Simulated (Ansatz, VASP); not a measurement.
# One calculation of Li3TeH, two programs

```
CELL_PARAMETERS angstrom
4.07447 0.00000 0.00000
0.00000 4.07447 0.00000
0.00000 0.00000 4.07447
ATOMIC_POSITIONS crystal
Li 0.50000 0.00000 0.50000
Li 0.00000 0.50000 0.50000
Li 0.50000 0.50000 0.00000
Te 0.00000 0.00000 0.00000
H 0.50000 0.50000 0.50000
```

Alike in both runs: functional PBE; dispersion D3(BJ); k mesh 6 × 6 × 6; occupations gaussian, width 0.02 eV; no spin polarisation.

Ansatz relaxed the structure, and its values are those at the end. VASP's run is a single point on that final structure, the one shown.

|  | VASP | Ansatz |
| --- | --- | --- |
| version | VASP 6.6.1 | Ansatz 0.2.0 |
| potentials or method | VASP PAW PBE potentials, release 64 (Li_sv, Te, H), cutoff 520 eV | scalar-relativistic, plane waves, PAW |
| valence electrons in the cell | 16 | 26 |

```csv
,VASP,Ansatz,Ansatz less VASP
gap on the k mesh at the Fermi level (eV),2.93,2.92,-0.004
least direct gap on the mesh (eV),3.80,3.81,+0.014
```

VASP's potentials hold 16 valence electrons a cell and Ansatz's 26, so a difference there can come from the potentials and not from the codes.

Neither program's run includes spin-orbit coupling. Noted on VASP's run: the cutoff is short for stress, so the pressure is rough.
